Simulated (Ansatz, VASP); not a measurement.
# Two plane-wave programs on Si2PRh2

```
CELL_PARAMETERS angstrom
0.00000 3.91306 0.00000
3.91306 0.00000 0.00000
1.95653 1.95653 -4.80216
ATOMIC_POSITIONS crystal
Si 0.36200 0.36200 0.27600
Si 0.63800 0.63800 0.72400
P 0.00000 0.00000 0.00000
Rh 0.75000 0.25000 0.50000
Rh 0.25000 0.75000 0.50000
```

Alike in both runs: task single point; functional PBE; k mesh 5 × 5 × 5; occupations gaussian, width 0.0164 eV; no spin polarisation.

|  | VASP | Ansatz |
| --- | --- | --- |
| version | VASP 6.6.1 | Ansatz 0.2.0 |
| potentials or method | VASP PAW PBE potentials, release 64 (Si, P, Rh_pv), cutoff 520 eV | PAW plane waves |
| valence electrons in the cell | 43 | 47 |

|  | VASP | Ansatz | Ansatz less VASP |
| --- | --- | --- | --- |
| gap on the k mesh at the Fermi level (eV) | none | none | - |
| pressure (GPa) | 21.3 | 21.1 | -0.13 |
| traceless stress, the component that is largest in VASP (GPa) | -13.16 | -13.04 | +0.120 |
| rms of the force components (eV/Å) | 1.716 | 1.703 | -0.0130 |

Atom by atom the forces differ by 0.013 eV/Å (rms over components). A gap of «none» marks a metal or a gap that the smearing closes. With one functional, cell and mesh, what is left measures potentials, basis and numerics. VASP's potentials hold 43 valence electrons a cell and Ansatz's 47, so a difference there can come from the potentials and not from the codes. Ansatz's warnings: structure snapped to symmetry.
